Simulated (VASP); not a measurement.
Here is a VASP 6.6.1 calculation.

Contents of INCAR:

```
PREC     = Accurate       # precision mode
ENCUT    = 520            # plane-wave cutoff, eV
EDIFF    = 1E-7           # SCF threshold, eV
ISMEAR   = 0              # smearing method
SIGMA    = 0.15           # smearing width, eV
LREAL    = F              # projectors in reciprocal space
LASPH    = T              # aspherical terms in the spheres
NELM     = 60             # most SCF steps
ALGO     = Normal         # electronic algorithm
ISIF     = 2              # what is computed and relaxed
LWAVE    = F              # write WAVECAR
LCHARG   = F              # write CHGCAR
NBANDS   = 16             # bands
```

KPOINTS

```
regular mesh
0
Gamma
  18 18 14
```

POSCAR

```
NbB2
1.0
    2.9951814504      0.0000000000      0.0000000000
   -1.4975907252      2.5939032250      0.0000000000
    0.0000000000      0.0000000000      3.4453877630
Nb B
1 2
Direct
    0.0000000000      0.0000000000      0.0000000000
    0.3333333333      0.6666666667      0.5000000000
    0.6666666667      0.3333333333      0.5000000000
```

Potentials or basis: VASP PAW LDA potentials, release 64 (Nb_sv, B).

Launch:

```console
$ cat potpaw_LDA.64/Nb_sv/POTCAR potpaw_LDA.64/B/POTCAR > POTCAR
$ mpirun -np 1 vasp_std > vasp.out
```

**Question.** Predict the pressure.

**Answer.** 2.6 GPa.

Stress tensor (GPa, compression positive):
```
 8.56  0.00  0.00
 0.00  8.56  0.00
 0.00  0.00 -9.28
```

Caveat: the cell differs from its parent crystal (strain -0.025 along x and y, +0.050 along z).
